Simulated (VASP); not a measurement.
# MgCdC4N4 (P-43m) in VASP: a series of runs, part 2 of 3

VASP 6.6.1.

### 4 Single point, PBE

This run uses another cell than the first one, of 24.78 Å³/atom.

File INCAR:

```
SYSTEM = MgCdC4N4
ALGO = Normal
EDIFF = 1E-6
ENCUT = 520
GGA = PE
ISIF = 2
ISMEAR = 0
LASPH = .True.
LCHARG = .False.
LREAL = .False.
LWAVE = .False.
NBANDS = 36
NELM = 100
PREC = Accurate
SIGMA = 0.02
```

File KPOINTS:

```
k-points
0
Gamma
  4 4 4
  0 0 0
```

File POSCAR:

```
MgCdC4N4
1.0
    6.2813013570      0.0000000000      0.0000000000
    0.0000000000      6.2813013570      0.0000000000
    0.0000000000      0.0000000000      6.2813013570
Mg Cd C N
1 1 4 4
Direct
    0.5000000000      0.5000000000      0.5000000000
    0.0000000000      0.0000000000      0.0000000000
    0.2047226322      0.2047226322      0.2047226322
    0.2047226322      0.7952773678      0.7952773678
    0.7952773678      0.2047226322      0.7952773678
    0.7952773678      0.7952773678      0.2047226322
    0.3117288946      0.3117288946      0.3117288946
    0.3117288946      0.6882711054      0.6882711054
    0.6882711054      0.3117288946      0.6882711054
    0.6882711054      0.6882711054      0.3117288946
```

Potentials or basis: VASP PAW PBE potentials, release 64 (Mg, Cd, C, N).

The run is started by

```
$ cat potpaw_PBE.64/Mg/POTCAR potpaw_PBE.64/Cd/POTCAR potpaw_PBE.64/C/POTCAR potpaw_PBE.64/N/POTCAR > POTCAR
$ mpirun -np 1 vasp_std > vasp.out
```

OUTCAR:

```text
SYSTEM = MgCdC4N4
   EDIFF = 1E-6
   ENCUT = 520
   GGA = PE
   ISIF = 2
   ISMEAR = 0
   LASPH = .True.
   LREAL = .False.
   NELM = 100
   PREC = Accurate

 ion  position               nearest neighbor table
   1  0.500  0.500  0.500-   7 2.05   8 2.05   9 2.05  10 2.05
   2  0.000  0.000  0.000-   3 2.23   4 2.23   5 2.23   6 2.23
   3  0.205  0.205  0.205-   7 1.16   2 2.23
   4  0.205  0.795  0.795-   8 1.16   2 2.23
   5  0.795  0.205  0.795-   9 1.16   2 2.23
   6  0.795  0.795  0.205-  10 1.16   2 2.23
   7  0.312  0.312  0.312-   3 1.16   1 2.05
   8  0.312  0.688  0.688-   4 1.16   1 2.05
   9  0.688  0.312  0.688-   5 1.16   1 2.05
  10  0.688  0.688  0.312-   6 1.16   1 2.05

  LATTYP: Found a simple cubic cell.
 ALAT       =     6.2813013570

  Lattice vectors:

 A1 = (   6.2813013570,   0.0000000000,   0.0000000000)
 A2 = (   0.0000000000,   6.2813013570,   0.0000000000)
 A3 = (   0.0000000000,   0.0000000000,   6.2813013570)

Analysis of symmetry for initial positions (statically):
=====================================================================
 Subroutine PRICEL returns:
 Original cell was already a primitive cell.

 Routine SETGRP: Setting up the symmetry group for a
 simple cubic supercell.

 Subroutine GETGRP returns: Found 24 space group operations
 (whereof 24 operations were pure point group operations)
 out of a pool of 48 trial point group operations.

The static configuration has the point symmetry T_d .

Analysis of symmetry for dynamics (positions and initial velocities):
=====================================================================
 Subroutine PRICEL returns:
 Original cell was already a primitive cell.

 Routine SETGRP: Setting up the symmetry group for a
 simple cubic supercell.

 Subroutine GETGRP returns: Found 24 space group operations
 (whereof 24 operations were pure point group operations)
 out of a pool of 48 trial point group operations.
[... 128 lines left out ...]
   LHFCALC =     F    Hartree Fock is set to
   AEXX    =    0.0000 exact exchange contribution
   IVDW    =     0    specifies the selected vdW correction
   LEPSILON=     F    determine dielectric tensor
   LRPA    =     F    only Hartree local field effects (RPA)
 non-spin polarized calculation
 Gauss-broadening in eV      SIGMA  =   0.02
  energy-cutoff  :      520.00
  volume of cell :      247.83
 maximum number of plane-waves:      6704
 NGX is ok and might be reduce to    48
   NGX = 23   NGY = 23   NGZ = 23

 number of electron      50.0000007 magnetization

 Free energy of the ion-electron system (eV)
  ---------------------------------------------------
  ext. energy  EPLUGINS =         0.00000000
  ---------------------------------------------------
  free energy    TOTEN  =       -71.83110739 eV

  energy without entropy =      -71.83110739  energy(sigma->0) =      -71.83110739

 E-fermi :  -4.3777     XC(G=0):  -6.4099

 val. band max:       -4.5309991783   @ k =   0.5000   0.5000   0.0000
 cond. band min:       1.6248893507   @ k =   0.0000   0.0000   0.0000
 fundamental gap:      6.1558885290
 Fermi energy:        -4.3777466178

 k-point     1 :       0.0000    0.0000    0.0000
  band No.  band energies     occupation
      1     -19.4176      2.00000
      2     -19.3418      2.00000
      3     -19.3418      2.00000
      4     -19.3418      2.00000
      5     -10.0584      2.00000
      6     -10.0584      2.00000
[... 379 lines left out ...]
     35       4.6603      0.00000
     36       4.6603      0.00000

------------------------ aborting loop because EDIFF is reached ----------------------------------------

  FORCE on cell =-STRESS in cart. coord.  units (eV):
  Direction    XX          YY          ZZ          XY          YZ          ZX
  --------------------------------------------------------------------------------------
  -------------------------------------------------------------------------------------
  Total        0.6455735      0.6455735      0.6455735     -0.0000000     -0.0000000     -0.0000000
  in kB        4.1735672      4.1735672      4.1735672     -0.0000000     -0.0000000     -0.0000000
  external PRESSURE =       4.1735672 kB  Pullay stress =       0.0000000 kB

 VOLUME and BASIS-vectors are now :
 -----------------------------------------------------------------------------
  energy-cutoff  :      520.00
  volume of cell :      247.83
      direct lattice vectors                 reciprocal lattice vectors
     6.281301357  0.000000000  0.000000000     0.159202678  0.000000000  0.000000000
     0.000000000  6.281301357  0.000000000     0.000000000  0.159202678  0.000000000
     0.000000000  0.000000000  6.281301357     0.000000000  0.000000000  0.159202678

 POSITION                                       TOTAL-FORCE (eV/Angst)
 -----------------------------------------------------------------------------------
      3.14065      3.14065      3.14065        -0.000000      0.000000     -0.000000
      0.00000      0.00000      0.00000        -0.000000      0.000000      0.000000
      1.28592      1.28592      1.28592        -0.216143     -0.216143     -0.216143
      1.28592      4.99538      4.99538        -0.216143      0.216143      0.216143
      4.99538      1.28592      4.99538         0.216143     -0.216143      0.216143
      4.99538      4.99538      1.28592         0.216143      0.216143     -0.216143
      1.95806      1.95806      1.95806         0.255516      0.255516      0.255516
      1.95806      4.32324      4.32324         0.255516     -0.255516     -0.255516
      4.32324      1.95806      4.32324        -0.255516      0.255516     -0.255516
      4.32324      4.32324      1.95806        -0.255516     -0.255516      0.255516
 -----------------------------------------------------------------------------------
    total drift:                                0.000000      0.000000      0.000000

  FREE ENERGIE OF THE ION-ELECTRON SYSTEM (eV)
  ---------------------------------------------------
  free  energy   TOTEN  =       -71.8311073924 eV

  energy  without entropy=      -71.8311073924  energy(sigma->0) =      -71.83110739
```

OSZICAR:

```text
N       E                     dE             d eps       ncg     rms          rms(c)
DAV:   1     0.326682175036E+03    0.32668E+03   -0.22007E+04   720   0.116E+03
DAV:   2    -0.429924106524E+02   -0.36967E+03   -0.35840E+03   956   0.279E+02
DAV:   3    -0.806423386219E+02   -0.37650E+02   -0.37373E+02   904   0.925E+01
DAV:   4    -0.813569918666E+02   -0.71465E+00   -0.71207E+00   844   0.150E+01
DAV:   5    -0.813687682020E+02   -0.11776E-01   -0.11773E-01   852   0.179E+00    0.189E+01
DAV:   6    -0.726607833805E+02    0.87080E+01   -0.18517E+01   916   0.369E+01    0.118E+01
DAV:   7    -0.718713282983E+02    0.78946E+00   -0.64644E+00   772   0.133E+01    0.630E+00
DAV:   8    -0.718245331630E+02    0.46795E-01   -0.68759E-01   872   0.449E+00    0.204E+00
DAV:   9    -0.718282501598E+02   -0.37170E-02   -0.34787E-02   892   0.112E+00    0.753E-01
DAV:  10    -0.718304998992E+02   -0.22497E-02   -0.11670E-02   856   0.662E-01    0.188E-01
DAV:  11    -0.718308701815E+02   -0.37028E-03   -0.25055E-03   836   0.366E-01    0.892E-02
DAV:  12    -0.718310613803E+02   -0.19120E-03   -0.25918E-04   784   0.129E-01    0.403E-02
DAV:  13    -0.718311039897E+02   -0.42609E-04   -0.81088E-05   840   0.671E-02    0.977E-03
DAV:  14    -0.718311072436E+02   -0.32539E-05   -0.16477E-05   824   0.309E-02    0.700E-03
DAV:  15    -0.718311073924E+02   -0.14884E-06   -0.97189E-07   636   0.907E-03
   1 F= -.71831107E+02 E0= -.71831107E+02  d E =-.354763E-28
```

Wall time 2.2 min (1 thread of Intel Xeon Platinum 8175M at 2.50GHz (Skylake/Cascade Lake), shared host); peak memory 0.36 GiB.

Results:

```
Free energy            : -71.8311 eV
Pressure               : 0.4 GPa
Largest force          : 0.443 eV/Å
Band gap on the k mesh : 6.16 eV (least direct gap 6.29 eV)
```

Forces on the atoms (eV/Å):
```
Mg   0.000  0.000  0.000
Cd   0.000  0.000  0.000
C   -0.216 -0.216 -0.216
C   -0.216  0.216  0.216
C    0.216 -0.216  0.216
C    0.216  0.216 -0.216
N    0.256  0.256  0.256
N    0.256 -0.256 -0.256
N   -0.256  0.256 -0.256
N   -0.256 -0.256  0.256
```

### 5 Relaxation of cell and atoms, PBE

File INCAR:

```
SYSTEM = MgCdC4N4
PREC = Accurate
ENCUT = 600
EDIFF = 1E-7
ISMEAR = 0
SIGMA = 0.1
LREAL = .False.
LASPH = .True.
NELM = 100
ALGO = Normal
ISIF = 3
LWAVE = .False.
LCHARG = .False.
GGA = PE
IBRION = 2
NSW = 90
EDIFFG = -0.04
```

File KPOINTS:

```
Automatic mesh
0
Gamma
  4 4 4
  0 0 0
```

File POSCAR:

```
MgCdC4N4
1.0
    6.0575590200      0.0000000000      0.0000000000
    0.0000000000      6.0575590200      0.0000000000
    0.0000000000      0.0000000000      6.0575590200
Mg Cd C N
1 1 4 4
Direct
    0.5000000000      0.5000000000      0.5000000000
    0.0000000000      0.0000000000      0.0000000000
    0.1907167400      0.1907167400      0.1907167400
    0.1907167400      0.8092832600      0.8092832600
    0.8092832600      0.1907167400      0.8092832600
    0.8092832600      0.8092832600      0.1907167400
    0.3022302700      0.3022302700      0.3022302700
    0.3022302700      0.6977697300      0.6977697300
    0.6977697300      0.3022302700      0.6977697300
    0.6977697300      0.6977697300      0.3022302700
```

The run is started by

```
$ cat potpaw_PBE.64/Mg/POTCAR potpaw_PBE.64/Cd/POTCAR potpaw_PBE.64/C/POTCAR potpaw_PBE.64/N/POTCAR > POTCAR
$ mpirun -np 1 vasp_std > vasp.out
```

It took 41 min on 1 thread of Intel Xeon Platinum 8175M at 2.50GHz (Skylake/Cascade Lake), shared host; peak memory 0.39 GiB.

It converged, with:

| Quantity | Value |
| --- | --- |
| Free energy | -71.8292 eV |
| Relaxed volume | 24.79 Å³/atom |
| Relaxed cell | a = 6.282 Å, b = 6.282 Å, c = 6.282 Å, α = 90.00°, β = 90.00°, γ = 90.00° |
| Space group after relaxing (to 0.1 Å) | P-43m (No. 215) |
| Energy gained by relaxing | 115.8 meV/atom |
| Ionic steps | 30 |
| Pressure after relaxing | 0.1 GPa |
| Largest force after relaxing | 0.033 eV/Å |
| Band gap on the k mesh | 6.14 eV (least direct gap 6.27 eV) |

Forces in eV/Å, atoms in the order of the input:
```
Mg   0.000  0.000  0.000
Cd   0.000  0.000  0.000
C   -0.019 -0.019 -0.019
C   -0.019  0.019  0.019
C    0.019 -0.019  0.019
C    0.019  0.019 -0.019
N   -0.012 -0.012 -0.012
N   -0.012  0.012  0.012
N    0.012 -0.012  0.012
N    0.012  0.012 -0.012
```

The path:
```
step  energy change (eV)  largest force (eV/Å)  pressure (GPa)  volume (Å³)
   1              0.0000                3.1885            4.77       222.28
   2              3.2221               21.0650           17.31       244.23
   3             -0.3114                4.2035            6.99       227.56
   4             -0.8136                2.7079            3.52       238.04
   5             -1.0837                0.2980           -1.59       260.24
   6             -1.0969                0.4698           -0.88       256.44
   7             -1.0971                0.5405           -0.76       255.80
   8             -1.1074                0.3508           -0.90       254.51
   9             -1.1119                0.7886           -1.08       252.93
  10             -1.1170                0.7247           -0.94       252.22
  11             -1.1288                0.5317           -0.52       250.12
  12             -1.1373                0.2686            0.37       245.95
  13             -1.1374                0.2368            0.28       246.35
  14             -1.1389                0.1994            0.26       246.30
  15             -1.1428                0.2736            0.19       246.17
  16             -1.1477                0.4209            0.07       245.90
  17             -1.1460                0.7115           -0.16       245.36
  18             -1.1489                0.5336           -0.02       245.69
  19             -1.1500                0.4775            0.03       245.66
  20             -1.1526                0.3094            0.17       245.55
  21             -1.1543                0.0486            0.46       245.34
  22             -1.1544                0.0148            0.42       245.37
  23             -1.1546                0.0172            0.41       245.45
  24             -1.1552                0.0251            0.36       245.70
  25             -1.1563                0.0410            0.27       246.18
  26             -1.1575                0.1055            0.10       247.15
  27             -1.1564                0.2350           -0.25       249.11
  28             -1.1576                0.1406            0.00       247.69
  29             -1.1577                0.1323            0.14       248.03
  30             -1.1579                0.0327            0.08       247.88
```

Final structure:
```
CELL_PARAMETERS angstrom
6.28172 0.00000 0.00000
0.00000 6.28172 0.00000
0.00000 0.00000 6.28172
ATOMIC_POSITIONS crystal
Mg 0.50000 0.50000 0.50000
Cd 0.00000 0.00000 0.00000
C 0.20522 0.20522 0.20522
C 0.20522 0.79478 0.79478
C 0.79478 0.20522 0.79478
C 0.79478 0.79478 0.20522
N 0.31251 0.31251 0.31251
N 0.31251 0.68749 0.68749
N 0.68749 0.31251 0.68749
N 0.68749 0.68749 0.31251
```

Levels at points of the mesh, in eV from the valence-band top:
| k point | band 22 | band 23 | band 24 | band 25 | band 26 | band 27 | band 28 | band 29 |
| --- | --- | --- | --- | --- | --- | --- | --- | --- |
| (0.00, 0.00, 0.00) | -0.75 | -0.17 | -0.17 | -0.17 | 6.14 | 6.14 | 6.14 | 6.80 |
| (0.50, 0.00, 0.00) | -0.80 | -0.25 | -0.01 | -0.01 | 6.35 | 6.35 | 6.37 | 6.73 |
| (0.50, 0.50, 0.00) | -0.62 | -0.30 | 0.00 | 0.00 | 6.43 | 6.59 | 6.68 | 6.68 |
| (0.50, 0.50, 0.50) | -0.66 | -0.19 | -0.19 | -0.19 | 6.50 | 6.50 | 6.50 | 6.93 |

[end of part 2 of 3]
